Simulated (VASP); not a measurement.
# SnSe2 (P-3m1) in VASP: notebook

The runs below take SnSe2 through single point, with PBEsol+D3(BJ).

Everything below comes from runs of VASP 6.6.1. Logs are shortened: lines on timing, memory, paths and dates and some standing lists are left out, and cuts for length are marked.

### 1 The cell of the first run

It takes space group P-3m1 (No. 164, trigonal). Conventional cell: a = 3.807 Å, b = 3.807 Å, c = 5.887 Å, α = 90.00°, β = 90.00°, γ = 120.00°. Sn (site symmetry -3m) has 6 Se at 2.71 Å within 3.6 Å. Se (site symmetry 3m) has 3 Sn at 2.71 Å and 3 Se at 3.50 Å within 3.6 Å.

### 2 Single point, PBEsol+D3(BJ) (24.64 Å³/atom)

INCAR

```
SYSTEM = SnSe2
PREC = Accurate
ENCUT = 520
EDIFF = 1E-6
ISMEAR = 0
SIGMA = 0.02
LREAL = .FALSE.
LASPH = .TRUE.
NELM = 100
ALGO = Normal
ISIF = 2
LWAVE = .FALSE.
LCHARG = .FALSE.
GGA = PS
IVDW = 12
NBANDS = 20
```

KPOINTS

```
regular mesh
0
G
  12 12 6
  0 0 0
```

POSCAR

```
SnSe2
1.0
    3.8073599438      0.0000000000      0.0000000000
   -1.9036799719      3.2972704327      0.0000000000
    0.0000000000      0.0000000000      5.8873603818
Sn Se
1 2
Direct
    0.0000000000      0.0000000000      0.0000000000
    0.3333333333      0.6666666667      0.2691692581
    0.6666666667      0.3333333333      0.7308307419
```

Potentials or basis: VASP PAW PBE potentials, release 64 (Sn_d, Se).

Command:

```console
cat potpaw_PBE.64/Sn_d/POTCAR potpaw_PBE.64/Se/POTCAR > POTCAR
mpirun -np 1 vasp_std > vasp.out
```

OUTCAR:

```text
SYSTEM = SnSe2
   PREC = Accurate
   ENCUT = 520
   EDIFF = 1E-6
   ISMEAR = 0
   LREAL = .FALSE.
   LASPH = .TRUE.
   NELM = 100
   ISIF = 2
   GGA = PS
   IVDW = 12
 IVDW          = 12

 ion  position               nearest neighbor table
   1  0.000  0.000  0.000-   2 2.71   3 2.71   3 2.71   2 2.71   3 2.71   2 2.71
   2  0.333  0.667  0.269-   1 2.71   1 2.71   1 2.71
   3  0.667  0.333  0.731-   1 2.71   1 2.71   1 2.71

  LATTYP: Found a hexagonal cell.
 ALAT       =     3.8073599438
 C/A-ratio  =     1.5463104274

  Lattice vectors:

 A1 = (   3.8073599438,   0.0000000000,   0.0000000000)
 A2 = (  -1.9036799719,   3.2972704327,   0.0000000000)
 A3 = (   0.0000000000,   0.0000000000,   5.8873603818)

Analysis of symmetry for initial positions (statically):
=====================================================================
 Subroutine PRICEL returns:
 Original cell was already a primitive cell.

 Routine SETGRP: Setting up the symmetry group for a
 hexagonal supercell.

 Subroutine GETGRP returns: Found 12 space group operations
 (whereof 12 operations were pure point group operations)
 out of a pool of 24 trial point group operations.

The static configuration has the point symmetry D_3d.

Analysis of symmetry for dynamics (positions and initial velocities):
=====================================================================
 Subroutine PRICEL returns:
 Original cell was already a primitive cell.

 Routine SETGRP: Setting up the symmetry group for a
 hexagonal supercell.

 Subroutine GETGRP returns: Found 12 space group operations
 (whereof 12 operations were pure point group operations)
 out of a pool of 24 trial point group operations.

The dynamic configuration has the point symmetry D_3d.

 Subroutine INISYM returns: Found 12 space group operations
 (whereof 12 operations are pure point group operations),
 and found     1 'primitive' translations

----------------------------------------------------------------------------------------

                                     Primitive cell

  volume of cell :      73.9093

  direct lattice vectors                    reciprocal lattice vectors
     3.807359944  0.000000000  0.000000000     0.262649189  0.151640580  0.000000000
    -1.903679972  3.297270433  0.000000000     0.000000000  0.303281159  0.000000000
     0.000000000  0.000000000  5.887360382     0.000000000  0.000000000  0.169855408

  length of vectors
     3.807359944  3.807359944  5.887360382     0.303281159  0.303281159  0.169855408

  position of ions in fractional coordinates (direct lattice)
     0.000000000  0.000000000  0.000000000
     0.333333333  0.666666667  0.269169258
     0.666666667  0.333333333  0.730830742

  ion indices of the primitive-cell ions
   primitive index   ion index
                 1           1
                 2           2
                 3           3

----------------------------------------------------------------------------------------

 KPOINTS: regular mesh

Automatic generation of k-mesh.
 Grid dimensions read from file:
 generate k-points for:   12   12    6

 Generating k-lattice:

  Cartesian coordinates                     Fractional coordinates (reciprocal lattice)
     0.021887432  0.012636715  0.000000000     0.083333333 -0.000000000  0.000000000
     0.000000000  0.025273430  0.000000000     0.000000000  0.083333333  0.000000000
     0.000000000  0.000000000  0.028309235     0.000000000  0.000000000  0.166666667

  Length of vectors
     0.025273430  0.025273430  0.028309235

  Shift w.r.t. Gamma in fractional coordinates (k-lattice)
     0.000000000  0.000000000  0.000000000

 Subroutine IBZKPT returns following result:
 ===========================================

 Found    100 irreducible k-points:

 Following reciprocal coordinates:
            Coordinates               Weight
  0.000000  0.000000  0.000000      1.000000
  0.083333 -0.000000  0.000000      6.000000
  0.166667 -0.000000  0.000000      6.000000
  0.250000  0.000000  0.000000      6.000000
  0.333333  0.000000  0.000000      6.000000
  0.416667 -0.000000  0.000000      6.000000
[... 16 lines left out ...]
  0.166667 -0.000000  0.166667      6.000000
  0.000000  0.166667  0.166667      6.000000
 [... further k-points ...]
   k-points           NKPTS =    100   k-points in BZ     NKDIM =    100   number of bands    NBANDS=     20
   number of dos      NEDOS =    301   number of ions     NIONS =      3
   total plane-waves  NPLWV =  37632
   dimension x,y,z NGX =    28 NGY =   28 NGZ =   48
   dimension x,y,z NGXF=    56 NGYF=   56 NGZF=   96
   ions per type =               1   2
   NGX,Y,Z   is equivalent  to a cutoff of  12.23, 12.23, 13.55 a.u.
   NGXF,Y,Z  is equivalent  to a cutoff of  24.45, 24.45, 27.11 a.u.
 SYSTEM =  SnSe2
   PREC   = accura    normal or accurate (medium, high low for compatibility)
   ISTART =      0    job   : 0-new  1-cont  2-samecut
   ICHARG =      2    charge: 1-file 2-atom 10-const
   ISPIN  =      1    spin polarized calculation?
   LNONCOLLINEAR =      F non collinear calculations
   LSORBIT =      F    spin-orbit coupling
   LASPH  =      T    aspherical Exc in radial PAW
   ENCUT  =  520.0 eV  38.22 Ry    6.18 a.u.   7.08  7.08 10.95*2*pi/ulx,y,z
   NELM   =    100;   NELMIN=  2; NELMDL= -5     # of ELM steps
   EDIFF  = 0.1E-05   stopping-criterion for ELM
   LREAL  =      F    real-space projection
   EDIFFG = 0.1E-04   stopping-criterion for IOM
   NSW    =      0    number of steps for IOM
   IBRION =     -1    ionic relax: 0-MD 1-quasi-New 2-CG
   NFREE  =      0    steps in history (QN), initial steepest desc. (CG)
   ISIF   =      2    stress and relaxation
   ISYM   =      2    0-nonsym 1-usesym 2-fastsym
   POTIM  = 0.5000    time-step for ionic-motion
   TEBEG  =    0.0;   TEEND  =   0.0 temperature during run
   PSTRESS=    0.0 pullay stress
   NELECT =      26.0000    total number of electrons
   NUPDOWN=      -1.0000    fix difference up-down
   EMIN   =  10.00;   EMAX   =-10.00  energy-range for DOS
   EFERMI =   0.00;   METHOD = LEGACY
   ISMEAR =     0;   SIGMA  =   0.02  broadening in eV -4-tet -1-fermi 0-gaus
   EFERMI_NEDOS =   21; number of points for ismear=-14 and -15
   IALGO  =     38    algorithm
   IMIX   =      4    mixing-type and parameters
     AMIX     =   0.40;   BMIX     =  1.00
     AMIX_MAG =   1.60;   BMIX_MAG =  1.00
  volume/ion in A,a.u.               =      24.64       166.25
  Fermi-wavevector in a.u.,A,eV,Ry     =   1.155668  2.183895 18.171498  1.335567
  Thomas-Fermi vector in A             =   2.292294
   LORBIT       =      0    0 simple, 1 ext, 2 COOP (PROOUT), +10 PAW based schemes
   GGA     = PS    functional components
   LHFCALC =     F    Hartree Fock is set to
   AEXX    =    0.0000 exact exchange contribution
   IVDW    =    12    specifies the selected vdW correction
   LEPSILON=     F    determine dielectric tensor
   LRPA    =     F    only Hartree local field effects (RPA)
 non-spin polarized calculation
 Gauss-broadening in eV      SIGMA  =   0.02
  energy-cutoff  :      520.00
  volume of cell :       73.91
 maximum number of plane-waves:      2008
   NGX = 15   NGY = 15   NGZ = 21

 number of electron      25.9999996 magnetization

 Free energy of the ion-electron system (eV)
  ---------------------------------------------------
  ext. energy  EPLUGINS =         0.00000000
  ---------------------------------------------------
  free energy    TOTEN  =       -12.96958096 eV

  energy without entropy =      -12.96958096  energy(sigma->0) =      -12.96958096

 E-fermi :   4.9165     XC(G=0):  -9.9336

 val. band max:        4.8306222951   @ k =   0.0833   0.0833   0.0000
 cond. band min:       5.0184705958   @ k =   0.0000   0.4167   0.3333
 fundamental gap:      0.1878483006
 Fermi energy:         4.9164775058

 k-point     1 :       0.0000    0.0000    0.0000
  band No.  band energies     occupation
      1     -16.6005      2.00000
      2     -16.6005      2.00000
      3     -16.5628      2.00000
      4     -16.5492      2.00000
      5     -16.5492      2.00000
      6      -9.4581      2.00000
[... 12 lines left out ...]
     19      13.6097      0.00000
     20      13.6097      0.00000

 k-point     2 :       0.0833   -0.0000    0.0000
  band No.  band energies     occupation
      1     -16.6035      2.00000
      2     -16.5978      2.00000
      3     -16.5608      2.00000
      4     -16.5510      2.00000
      5     -16.5489      2.00000
      6      -9.3887      2.00000
[... 12 lines left out ...]
     19      12.8723      0.00000
     20      13.6380      0.00000

 k-point     3 :       0.1667   -0.0000    0.0000
  band No.  band energies     occupation
      1     -16.6126      2.00000
      2     -16.5910      2.00000
      3     -16.5581      2.00000
      4     -16.5526      2.00000
      5     -16.5475      2.00000
      6      -9.1847      2.00000
[... 12 lines left out ...]
     19      12.5006      0.00000
     20      13.6905      0.00000

 k-point     4 :       0.2500    0.0000    0.0000
  band No.  band energies     occupation
      1     -16.6263      2.00000
      2     -16.5840      2.00000
      3     -16.5633      2.00000
      4     -16.5445      2.00000
      5     -16.5434      2.00000
      6      -8.8612      2.00000
[... 12 lines left out ...]
     19      12.6189      0.00000
     20      14.1321      0.00000

 k-point     5 :       0.3333    0.0000    0.0000
  band No.  band energies     occupation
      1     -16.6408      2.00000
      2     -16.5798      2.00000
      3     -16.5687      2.00000
      4     -16.5363      2.00000
      5     -16.5354      2.00000
      6      -8.4528      2.00000
[... 12 lines left out ...]
     19      13.4894      0.00000
     20      14.8904      0.00000
[... 353 lines left out ...]
      6      -9.3229      2.00000
[... 12 lines left out ...]
     19      12.9361      0.00000
     20      13.6414      0.00000

 k-point    22 :       0.0000    0.0833    0.1667
  band No.  band energies     occupation
      1     -16.6035      2.00000
      2     -16.5978      2.00000
      3     -16.5607      2.00000
      4     -16.5511      2.00000
      5     -16.5489      2.00000
      6      -9.3229      2.00000
[... 12 lines left out ...]
     19      12.8284      0.00000
     20      13.1855      0.00000

 k-point    23 :       0.1667   -0.0000    0.1667
  band No.  band energies     occupation
      1     -16.6127      2.00000
      2     -16.5910      2.00000
      3     -16.5580      2.00000
      4     -16.5526      2.00000
      5     -16.5476      2.00000
      6      -9.1205      2.00000
[... 12 lines left out ...]
     19      12.9671      0.00000
     20      13.4170      0.00000

 k-point    24 :       0.0000    0.1667    0.1667
  band No.  band energies     occupation
      1     -16.6127      2.00000
      2     -16.5910      2.00000
      3     -16.5581      2.00000
      4     -16.5525      2.00000
      5     -16.5475      2.00000
      6      -9.1200      2.00000
[... 12 lines left out ...]
     19      12.3336      0.00000
     20      13.3083      0.00000

 [... further k-points ...]

------------------------ aborting loop because EDIFF is reached ----------------------------------------

 Edisp (eV)   -1.03157

 E8    (eV) :    -0.6796

  FORCE on cell =-STRESS in cart. coord.  units (eV):
  Direction    XX          YY          ZZ          XY          YZ          ZX
  --------------------------------------------------------------------------------------
  -------------------------------------------------------------------------------------
  Total      -0.45673    -0.45673    -0.40044     0.00000    -0.00000     0.00000
  in kB      -9.90092    -9.90092    -8.68066     0.00000    -0.00000     0.00000
  external pressure =       -9.49 kB  Pullay stress =        0.00 kB

 VOLUME and BASIS-vectors are now :
 -----------------------------------------------------------------------------
  energy-cutoff  :      520.00
  volume of cell :       73.91
      direct lattice vectors                 reciprocal lattice vectors
     3.807359944  0.000000000  0.000000000     0.262649189  0.151640580  0.000000000
    -1.903679972  3.297270433  0.000000000     0.000000000  0.303281159  0.000000000
     0.000000000  0.000000000  5.887360382     0.000000000  0.000000000  0.169855408

 POSITION                                       TOTAL-FORCE (eV/Angst)
 -----------------------------------------------------------------------------------
      0.00000      0.00000      0.00000         0.000000      0.000000      0.000000
     -0.00000      2.19818      1.58470        -0.000000      0.000000      0.028382
      1.90368      1.09909      4.30266         0.000000     -0.000000     -0.028382
 -----------------------------------------------------------------------------------
    total drift:                               -0.000000      0.000000     -0.000000

  FREE ENERGIE OF THE ION-ELECTRON SYSTEM (eV)
  ---------------------------------------------------
  free  energy   TOTEN  =       -14.0011553042 eV

  energy  without entropy=      -14.0011553042  energy(sigma->0) =      -14.00115530
```

It took 2.8 min on 1 thread of Intel Xeon 8259CL, shared host; peak memory 0.29 GiB.

What came out:

```
Free energy                : -14.0012 eV
Pressure                   : -0.9 GPa
Largest force              : 0.028 eV/Å
Band gap on the k mesh     : 0.19 eV (least direct gap 0.74 eV)
Dispersion energy per atom : -0.344 eV
```

Forces in eV/Å, atoms in the order of the input:
```
Sn   0.000  0.000  0.000
Se   0.000  0.000  0.028
Se   0.000  0.000 -0.028
```

Caveat: the PAW data sets were made with another functional, which shifts forces and pressure a little; spin-orbit coupling is left out, which moves the levels of the heavy elements. A k mesh can miss the band edges.

(Part 1 of 2 ends here.)
